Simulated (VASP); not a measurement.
The system is Mg.

```
CELL_PARAMETERS angstrom
3.14994 0.00000 0.00000
-1.57497 2.72793 0.00000
0.00000 0.00000 15.14803
ATOMIC_POSITIONS crystal
Mg 0.33333 0.66667 0.91592
Mg 0.66667 0.33333 0.74016
Mg 0.33333 0.66667 0.25984
Mg 0.66667 0.33333 0.08408
```

This cell differs from its parent crystal: atoms taken out.

```yaml
Program: VASP 6.6.1
Task: relaxation of cell and atoms
Functional: PBE
Potentials_or_basis: VASP PAW PBE potentials, release 64 (Mg)
Cutoff: 600 eV
k_mesh: 12 × 12 × 4
Occupations: gaussian, width 0.1 eV
Spin: no spin polarisation
```

At the start: pressure -0.2 GPa; volume 32.54 Å³/atom.

Task: Where does the relaxation end?

Result: Over 5 steps the energy falls by 3.1 meV/atom; space group P-3m1 (No. 164, to 0.1 Å) before and after.

The path:
```tsv
step	energy change (eV)	largest force (eV/Å)	pressure (GPa)	volume (Å³)
1	0.0000	0.1162	-0.18	130.16
2	-0.0068	0.0940	0.01	129.47
3	-0.0101	0.0645	0.29	128.43
4	-0.0120	0.0374	0.10	129.56
5	-0.0123	0.0248	0.00	130.13
```

Final structure:
```yaml
crystal:
  lattice:
    - [3.11400, 0.00000, 0.00000]
    - [-1.55700, 2.69680, 0.00000]
    - [0.00000, 0.00000, 15.49610]
  atoms:
    - { symbol: Mg, position: [0.33333, 0.66667, 0.91437] }
    - { symbol: Mg, position: [0.66667, 0.33333, 0.73984] }
    - { symbol: Mg, position: [0.33333, 0.66667, 0.26016] }
    - { symbol: Mg, position: [0.66667, 0.33333, 0.08563] }
```

Caveat: the cell differs from its parent crystal (atoms taken out).
